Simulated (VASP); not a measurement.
**Zr: relaxation of cell and atoms with PBEsol**

Crystal: Zr.

```
Zr
1.0
     3.23200    0.00000    0.00000
    -1.61600    2.79899    0.00000
     0.00000    0.00000    5.14700
Zr
2
Direct
  0.66667 0.33333 0.75000
  0.33333 0.66667 0.25000
```

```yaml
Program: VASP 6.6.1
Task: relaxation of cell and atoms
Functional: PBEsol
Potentials_or_basis: VASP PAW PBE potentials, release 64 (Zr_sv)
Cutoff: 600 eV
k_mesh: 9 × 9 × 5
Occupations: fermi-dirac, width 0.05 eV
Spin: no spin polarisation
Target_pressure: 20 GPa
Dipole_correction: no
Further_INCAR_settings: ALGO = Normal; EDIFF = 1e-06; IBRION = 2; EDIFFG = -0.01; NSW = 60; ISIF = 3
```

```
Relaxed volume                                             : 19.17 Å³/atom
Relaxed cell                                               : a = 2.995 Å, b = 2.995 Å, c = 4.937 Å, α = 90.00°, β = 90.00°, γ = 120.00°
Space group after relaxing (to 0.1 Å)                      : P6_3/mmc (No. 194)
Energy change on relaxing (the run minimises the enthalpy) : +175.9 meV/atom
Ionic steps                                                : 11
Pressure after relaxing                                    : 20.0 GPa
Band gap on the k mesh                                     : zero (bands 12 and 13 overlap by 1.10 eV)
```

The path:
```csv
step,energy change (eV),largest force (eV/Å),pressure (GPa),volume (Å³)
1,0.0000,0.0000,-3.22,46.56
2,4.1822,0.0000,107.47,27.32
3,0.2544,0.0000,16.60,39.29
4,0.3344,0.0000,19.41,38.58
5,0.3532,0.0000,20.03,38.42
6,0.3521,0.0000,20.06,38.36
7,0.3549,0.0000,20.12,38.32
8,0.3554,0.0000,20.13,38.32
9,0.3557,0.0000,20.13,38.32
10,0.3452,0.0000,19.78,38.40
11,0.3518,0.0000,20.00,38.35
```

Final structure:
```yaml
crystal:
  lattice:
    - [2.99501, 0.00000, 0.00000]
    - [-1.49751, 2.59376, 0.00000]
    - [0.00000, 0.00000, 4.93652]
  atoms:
    - { symbol: Zr, position: [0.66667, 0.33333, 0.75000] }
    - { symbol: Zr, position: [0.33333, 0.66667, 0.25000] }
```

Levels at points of the mesh, in eV from the Fermi level:
```csv
k point,band 9,band 10,band 11,band 12,band 13,band 14,band 15,band 16
"(0.00, 0.00, 0.00)",-5.90,-3.56,0.71,0.93,0.93,1.74,1.74,1.83
```

It took 5.6 min on 1 thread of Intel Xeon 8259CL, with other jobs on the host, peak memory 0.2 GiB.

Caveat: the cell is relaxed towards a set pressure, so the run minimises the enthalpy, not the energy; the volume moved by over 15 % at a fixed basis, so the end points are rough; the PAW data sets were made with another functional, which shifts forces and pressure a little.
